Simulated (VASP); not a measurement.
# PtS2 (Cm) in VASP: further runs

PtS2 is run at these levels: PBEsol; tasks: single point.

Program: VASP 6.6.1. These are calculated values, not measurements. Logs are shortened: lines on timing, memory, paths and dates and some standing lists are left out, and cuts for length are marked.

**1. The cell of the first run**

The structure is monoclinic, space group Cm (No. 8). The conventional cell has a = 6.137 Å, b = 3.543 Å, c = 5.039 Å, α = 90.00°, β = 90.00°, γ = 90.00°. Within 3.0 Å of Pt (site symmetry m) lie 6 S at 2.23 to 2.49 Å. S (site symmetry m) has 3 Pt at 2.23 to 2.49 Å within 3.0 Å. Within 3.2 Å of S (site symmetry m) lie 3 Pt at 2.40 Å and 4 S at 3.19 Å.

**2. Single point, PBEsol (atom 2 (S) moved by (+0.000, -0.200) A along x and y)**

INCAR reads:

```
PREC = Accurate ; ENCUT = 520
EDIFF = 1E-6 ; ISMEAR = 0
SIGMA = 0.05 ; LREAL = F
LASPH = T ; NELM = 100
ALGO = Normal ; ISIF = 2
LWAVE = F ; LCHARG = F
GGA = PS ; NBANDS = 18
```

KPOINTS reads:

```
regular mesh
0
Gamma
  12 12 8
```

POSCAR reads:

```
PtS2
1.0
    3.5431994758      0.0000000000      0.0000000000
   -1.7715997379      3.0685007567      0.0000000000
    0.0000000000      0.0000000000      5.0388000000
Pt S
1 2
Direct
    0.0000000000      0.0000000000      0.0000000000
    0.3007441284      0.6014882568      0.2500000000
    0.6666666667      0.3333333333      0.7500000000
```

Potentials or basis: VASP PAW PBE potentials, release 64 (Pt, S).

Run with:

```bash
> cat potpaw_PBE.64/Pt/POTCAR potpaw_PBE.64/S/POTCAR > POTCAR
> mpirun -np 1 vasp_std > vasp.out
```

OUTCAR:

```text
PREC = Accurate
   ENCUT = 520
   EDIFF = 1E-6
   ISMEAR = 0
   LREAL = F
   LASPH = T
   NELM = 100
   ISIF = 2
   GGA = PS

 ion  position               nearest neighbor table
   1  0.000  0.000  0.000-   2 2.23   3 2.40   3 2.40   3 2.40   2 2.49   2 2.49
   2  0.301  0.601  0.250-   1 2.23   1 2.49   1 2.49
   3  0.667  0.333  0.750-   1 2.40   1 2.40   1 2.40

  LATTYP: Found a hexagonal cell.
 ALAT       =     3.5431994758
 C/A-ratio  =     1.4221045229

  Lattice vectors:

 A1 = (   3.5431994758,   0.0000000000,   0.0000000000)
 A2 = (  -1.7715997379,   3.0685007567,   0.0000000000)
 A3 = (   0.0000000000,   0.0000000000,   5.0388000000)

Analysis of symmetry for initial positions (statically):
=====================================================================
 Subroutine PRICEL returns:
 Original cell was already a primitive cell.

 Routine SETGRP: Setting up the symmetry group for a
 hexagonal supercell.

 Subroutine GETGRP returns: Found  2 space group operations
 (whereof  2 operations were pure point group operations)
 out of a pool of 24 trial point group operations.

The static configuration has the point symmetry C_1h.

Analysis of symmetry for dynamics (positions and initial velocities):
=====================================================================
 Subroutine PRICEL returns:
 Original cell was already a primitive cell.

 Routine SETGRP: Setting up the symmetry group for a
 hexagonal supercell.

 Subroutine GETGRP returns: Found  2 space group operations
 (whereof  2 operations were pure point group operations)
 out of a pool of 24 trial point group operations.

The dynamic configuration has the point symmetry C_1h.

 Subroutine INISYM returns: Found  2 space group operations
 (whereof  2 operations are pure point group operations),
 and found     1 'primitive' translations

----------------------------------------------------------------------------------------

                                     Primitive cell

  volume of cell :      54.7834

  direct lattice vectors                    reciprocal lattice vectors
     3.543199476  0.000000000  0.000000000     0.282230794  0.162946025  0.000000000
    -1.771599738  3.068500757  0.000000000     0.000000000  0.325892049  0.000000000
     0.000000000  0.000000000  5.038800000     0.000000000  0.000000000  0.198459951

  length of vectors
[... 83 lines left out ...]
   NELM   =    100;   NELMIN=  2; NELMDL= -5     # of ELM steps
   EDIFF  = 0.1E-05   stopping-criterion for ELM
   LREAL  =      F    real-space projection
   EDIFFG = 0.1E-04   stopping-criterion for IOM
   NSW    =      0    number of steps for IOM
   IBRION =     -1    ionic relax: 0-MD 1-quasi-New 2-CG
   NFREE  =      0    steps in history (QN), initial steepest desc. (CG)
   ISIF   =      2    stress and relaxation
   ISYM   =      2    0-nonsym 1-usesym 2-fastsym
   POTIM  = 0.5000    time-step for ionic-motion
   TEBEG  =    0.0;   TEEND  =   0.0 temperature during run
   PSTRESS=    0.0 pullay stress
   NELECT =      22.0000    total number of electrons
   NUPDOWN=      -1.0000    fix difference up-down
   EMIN   =  10.00;   EMAX   =-10.00  energy-range for DOS
   EFERMI =   0.00;   METHOD = LEGACY
   ISMEAR =     0;   SIGMA  =   0.05  broadening in eV -4-tet -1-fermi 0-gaus
   EFERMI_NEDOS =   21; number of points for ismear=-14 and -15
   IALGO  =     38    algorithm
   IMIX   =      4    mixing-type and parameters
     AMIX     =   0.40;   BMIX     =  1.00
     AMIX_MAG =   1.60;   BMIX_MAG =  1.00
  volume/ion in A,a.u.               =      18.26       123.23
  Fermi-wavevector in a.u.,A,eV,Ry     =   1.207812  2.282434 19.848319  1.458810
  Thomas-Fermi vector in A             =   2.343439
   LORBIT       =      0    0 simple, 1 ext, 2 COOP (PROOUT), +10 PAW based schemes
   GGA     = PS    functional components
   LHFCALC =     F    Hartree Fock is set to
   AEXX    =    0.0000 exact exchange contribution
   IVDW    =     0    specifies the selected vdW correction
   LEPSILON=     F    determine dielectric tensor
   LRPA    =     F    only Hartree local field effects (RPA)
 non-spin polarized calculation
 Gauss-broadening in eV      SIGMA  =   0.05
  energy-cutoff  :      520.00
  volume of cell :       54.78
 maximum number of plane-waves:      1507
   NGX = 13   NGY = 13   NGZ = 19

 number of electron      22.0000001 magnetization

 Free energy of the ion-electron system (eV)
  ---------------------------------------------------
  ext. energy  EPLUGINS =         0.00000000
  ---------------------------------------------------
  free energy    TOTEN  =       -16.77311649 eV

  energy without entropy =      -16.77311649  energy(sigma->0) =      -16.77311649

 E-fermi :   6.9434     XC(G=0): -10.8815

 val. band max:        6.7665331082   @ k =   0.0000   0.0000   0.0000
 cond. band min:       7.1282168739   @ k =  -0.2500  -0.0833   0.2500
 fundamental gap:      0.3616837657
 Fermi energy:         6.9434117190

 k-point     1 :       0.0000    0.0000    0.0000
  band No.  band energies     occupation
      1      -8.5356      2.00000
      2      -5.6640      2.00000
      3      -0.4094      2.00000
      4       0.1705      2.00000
      5       0.4078      2.00000
      6       2.8300      2.00000
[... 481 lines left out ...]
      5       1.2007      2.00000
      6       1.7138      2.00000
[... 10 lines left out ...]
     17      15.7904      0.00000
     18      16.4223      0.00000

 [... further k-points ...]

------------------------ aborting loop because EDIFF is reached ----------------------------------------

  FORCE on cell =-STRESS in cart. coord.  units (eV):
  Direction    XX          YY          ZZ          XY          YZ          ZX
  --------------------------------------------------------------------------------------
  -------------------------------------------------------------------------------------
  Total       -1.4450556      1.0424973     -0.9135219      0.0000000      2.5120144      0.0000000
  in kB      -42.2616252     30.4885366    -26.7165619      0.0000000     73.4655532      0.0000000
  external PRESSURE =     -12.8298835 kB  Pullay stress =       0.0000000 kB

 VOLUME and BASIS-vectors are now :
 -----------------------------------------------------------------------------
  energy-cutoff  :      520.00
  volume of cell :       54.78
      direct lattice vectors                 reciprocal lattice vectors
     3.543199476  0.000000000  0.000000000     0.282230794  0.162946025  0.000000000
    -1.771599738  3.068500757  0.000000000     0.000000000  0.325892049  0.000000000
     0.000000000  0.000000000  5.038800000     0.000000000  0.000000000  0.198459951

 POSITION                                       TOTAL-FORCE (eV/Angst)
 -----------------------------------------------------------------------------------
      0.00000      0.00000      0.00000        -0.000000     -1.884223     -0.406738
     -0.00000      1.84567      1.25970         0.000000      2.037117     -0.117807
      1.77160      1.02283      3.77910        -0.000000     -0.152894      0.524545
 -----------------------------------------------------------------------------------
    total drift:                               -0.000000      0.000036      0.000250

  FREE ENERGIE OF THE ION-ELECTRON SYSTEM (eV)
  ---------------------------------------------------
  free  energy   TOTEN  =       -16.7731164914 eV

  energy  without entropy=      -16.7731164911  energy(sigma->0) =      -16.77311649
```

stdout:

```text
POSCAR found type information on POSCAR PtS
 POSCAR found :  2 types and       3 ions
 scaLAPACK will be used
 -----------------------------------------------------------------------------
|                                                                             |
|                                                                             |
|     You enforced a specific xc type in the INCAR file but a different       |
|     I HOPE YOU KNOW WHAT YOU ARE DOING!                                     |
|                                                                             |
 -----------------------------------------------------------------------------

 LDA part: xc-table for (Slater+PW92), standard interpolation
 POSCAR, INCAR and KPOINTS ok, starting setup
 FFT: planning ... GRIDC
 FFT: planning ... GRID_SOFT
 FFT: planning ... GRID
 WAVECAR not read
 entering main loop
```

Run time: 6.7 min. Hardware: 1 thread of Intel Xeon 8259CL, shared host; peak memory 0.41 GiB.

What came out:

- Free energy: -16.7731 eV
- Pressure: -1.3 GPa
- Largest force: 2.041 eV/Å
- Band gap on the k mesh: 0.36 eV (least direct gap 0.57 eV)

Forces on the atoms (eV/Å):
```
Pt   0.000 -1.884 -0.407
S    0.000  2.037 -0.118
S    0.000 -0.153  0.525
```

Levels at points of the mesh, in eV from the valence-band top:
| k point | band 7 | band 8 | band 9 | band 10 | band 11 | band 12 | band 13 | band 14 | band 15 | band 16 |
| --- | --- | --- | --- | --- | --- | --- | --- | --- | --- | --- |
| (0.00, 0.00, 0.00) | -3.87 | -2.33 | -1.21 | -0.78 | 0.00 | 1.47 | 2.05 | 4.42 | 5.13 | 7.60 |
| (0.50, 0.00, 0.00) | -3.45 | -3.30 | -3.04 | -2.91 | -2.42 | 1.06 | 2.41 | 5.50 | 6.30 | 7.97 |
| (0.00, 0.50, 0.00) | -3.77 | -3.39 | -3.15 | -3.00 | -2.50 | 1.61 | 2.20 | 5.02 | 6.10 | 7.38 |
| (0.00, 0.00, 0.50) | -3.91 | -2.88 | -1.54 | -1.26 | -1.15 | 2.26 | 2.52 | 5.43 | 6.83 | 7.58 |
| (0.50, 0.00, 0.50) | -3.36 | -3.15 | -2.80 | -2.42 | -1.28 | 1.33 | 2.15 | 4.69 | 4.98 | 7.17 |
| (0.00, 0.50, 0.50) | -3.50 | -3.26 | -2.81 | -2.59 | -1.74 | 1.17 | 2.03 | 5.27 | 5.39 | 7.45 |

Caveat: the cell differs from its parent crystal (atom 2 (S) moved by (+0.000, -0.200) A along x and y); the stress differs along the axes, from -4 to 3 GPa; the PAW data sets were made with another functional, which shifts forces and pressure a little; spin-orbit coupling is left out, which moves the levels of the heavy elements.

**3. Single point, PBEsol (atom 2 (S) moved by (+0.000, +0.200) A along x and y)**

INCAR reads:

```
PREC = Accurate
ENCUT = 520
EDIFF = 1E-7
ISMEAR = 0
SIGMA = 0.05
LREAL = F
LASPH = T
NELM = 100
ALGO = Normal
ISIF = 2
LWAVE = F
LCHARG = F
GGA = PS
NBANDS = 18
```

KPOINTS reads:

```
Automatic mesh
0
Gamma
  12 12 8
```

POSCAR, as its differences from that of step 2:

```diff
@@ -9,3 +9,3 @@
     0.0000000000      0.0000000000      0.0000000000
-    0.3007441284      0.6014882568      0.2500000000
+    0.3659225383      0.7318450765      0.2500000000
     0.6666666667      0.3333333333      0.7500000000
```

Potentials or basis: VASP PAW PBE potentials, release 64 (Pt, S).

Run with:

```bash
> cat potpaw_PBE.64/Pt/POTCAR potpaw_PBE.64/S/POTCAR > POTCAR
> mpirun -np 1 vasp_std > vasp.out
```

OUTCAR:

```text
PREC = Accurate
   ENCUT = 520
   EDIFF = 1E-7
   ISMEAR = 0
   LREAL = F
   LASPH = T
   NELM = 100
   ISIF = 2
   GGA = PS

 ion  position               nearest neighbor table
   1  0.000  0.000  0.000-   2 2.32   2 2.32   3 2.40   3 2.40   3 2.40   2 2.57
   2  0.366  0.732  0.250-   1 2.32   1 2.32   1 2.57
   3  0.667  0.333  0.750-   1 2.40   1 2.40   1 2.40

  LATTYP: Found a hexagonal cell.
 ALAT       =     3.5431994758
 C/A-ratio  =     1.4221045229

  Lattice vectors:

 A1 = (   3.5431994758,   0.0000000000,   0.0000000000)
 A2 = (  -1.7715997379,   3.0685007567,   0.0000000000)
 A3 = (   0.0000000000,   0.0000000000,   5.0388000000)

Analysis of symmetry for initial positions (statically):
=====================================================================
 Subroutine PRICEL returns:
 Original cell was already a primitive cell.

 Routine SETGRP: Setting up the symmetry group for a
 hexagonal supercell.

 Subroutine GETGRP returns: Found  2 space group operations
 (whereof  2 operations were pure point group operations)
 out of a pool of 24 trial point group operations.
[... 163 lines left out ...]
  energy without entropy =      -16.81505698  energy(sigma->0) =      -16.81505698

 E-fermi :   6.9158     XC(G=0): -10.8819

 val. band max:        6.7512545361   @ k =   0.0000   0.1667   0.2500
 cond. band min:       7.0812721812   @ k =   0.0000   0.2500   0.2500
 fundamental gap:      0.3300176450
 Fermi energy:         6.9157517605

 k-point     1 :       0.0000    0.0000    0.0000
  band No.  band energies     occupation
      1      -8.5345      2.00000
      2      -5.6561      2.00000
      3      -0.4095      2.00000
      4       0.1501      2.00000
      5       0.4558      2.00000
      6       2.8037      2.00000
[... 481 lines left out ...]
      5       1.4311      2.00000
      6       1.7863      2.00000
[... 10 lines left out ...]
     17      15.5300      0.00000
     18      16.4285      0.00000

 [... further k-points ...]

------------------------ aborting loop because EDIFF is reached ----------------------------------------

  FORCE on cell =-STRESS in cart. coord.  units (eV):
  Direction    XX          YY          ZZ          XY          YZ          ZX
  --------------------------------------------------------------------------------------
  -------------------------------------------------------------------------------------
  Total        0.4739223     -1.1501934     -1.0972404      0.0000000     -1.6377525      0.0000000
  in kB       13.8601754    -33.6381812    -32.0895334      0.0000000    -47.8971735      0.0000000
  external PRESSURE =     -17.2891798 kB  Pullay stress =       0.0000000 kB

 VOLUME and BASIS-vectors are now :
 -----------------------------------------------------------------------------
  energy-cutoff  :      520.00
  volume of cell :       54.78
      direct lattice vectors                 reciprocal lattice vectors
     3.543199476  0.000000000  0.000000000     0.282230794  0.162946025  0.000000000
    -1.771599738  3.068500757  0.000000000     0.000000000  0.325892049  0.000000000
     0.000000000  0.000000000  5.038800000     0.000000000  0.000000000  0.198459951

 POSITION                                       TOTAL-FORCE (eV/Angst)
 -----------------------------------------------------------------------------------
      0.00000      0.00000      0.00000         0.000000      1.313726     -0.297305
      0.00000      2.24567      1.25970        -0.000000     -1.397778     -0.233916
      1.77160      1.02283      3.77910         0.000000      0.084052      0.531221
 -----------------------------------------------------------------------------------
    total drift:                               -0.000000      0.000026     -0.000029

  FREE ENERGIE OF THE ION-ELECTRON SYSTEM (eV)
  ---------------------------------------------------
  free  energy   TOTEN  =       -16.8150569813 eV

  energy  without entropy=      -16.8150569789  energy(sigma->0) =      -16.81505698
```

OSZICAR:

```text
N       E                     dE             d eps       ncg     rms          rms(c)
DAV:   1     0.108970082571E+03    0.10897E+03   -0.10404E+04 11632   0.109E+03
DAV:   2    -0.127627192370E+02   -0.12173E+03   -0.11776E+03 13982   0.219E+02
DAV:   3    -0.180806160904E+02   -0.53179E+01   -0.52777E+01 14610   0.463E+01
DAV:   4    -0.181351779727E+02   -0.54562E-01   -0.54531E-01 15052   0.522E+00
DAV:   5    -0.181359697579E+02   -0.79179E-03   -0.79172E-03 14730   0.616E-01    0.181E+01
DAV:   6    -0.171040039191E+02    0.10320E+01   -0.60423E+00 12032   0.241E+01    0.118E+01
DAV:   7    -0.168441960334E+02    0.25981E+00   -0.11847E+00 11884   0.112E+01    0.562E+00
DAV:   8    -0.168187355377E+02    0.25460E-01   -0.74272E-02 12840   0.189E+00    0.117E+00
DAV:   9    -0.168149782424E+02    0.37573E-02   -0.84897E-03 13440   0.940E-01    0.249E-01
DAV:  10    -0.168150380904E+02   -0.59848E-04   -0.15771E-03 13612   0.252E-01    0.855E-02
DAV:  11    -0.168150554617E+02   -0.17371E-04   -0.56819E-05 15574   0.594E-02    0.520E-02
DAV:  12    -0.168150562570E+02   -0.79530E-06   -0.66871E-06 13290   0.227E-02    0.128E-02
DAV:  13    -0.168150569615E+02   -0.70451E-06   -0.13937E-06 14116   0.799E-03    0.377E-03
DAV:  14    -0.168150569813E+02   -0.19828E-07   -0.57362E-08  9850   0.162E-03
   1 F= -.16815057E+02 E0= -.16815057E+02  d E =-.240777E-08
```

It took 6.5 min on 1 thread of Intel Xeon 8259CL, shared host; peak memory 0.42 GiB.

What came out:

```
Free energy            : -16.8151 eV
Pressure               : -1.7 GPa
Largest force          : 1.417 eV/Å
Band gap on the k mesh : 0.33 eV (least direct gap 0.46 eV)
```

Forces in eV/Å, atoms in the order of the input:
```
Pt   0.000  1.314 -0.297
S    0.000 -1.398 -0.234
S    0.000  0.084  0.531
```

Caveat: the cell differs from its parent crystal (atom 2 (S) moved by (+0.000, +0.200) A along x and y); the PAW data sets were made with another functional, which shifts forces and pressure a little; spin-orbit coupling is left out, which moves the levels of the heavy elements.
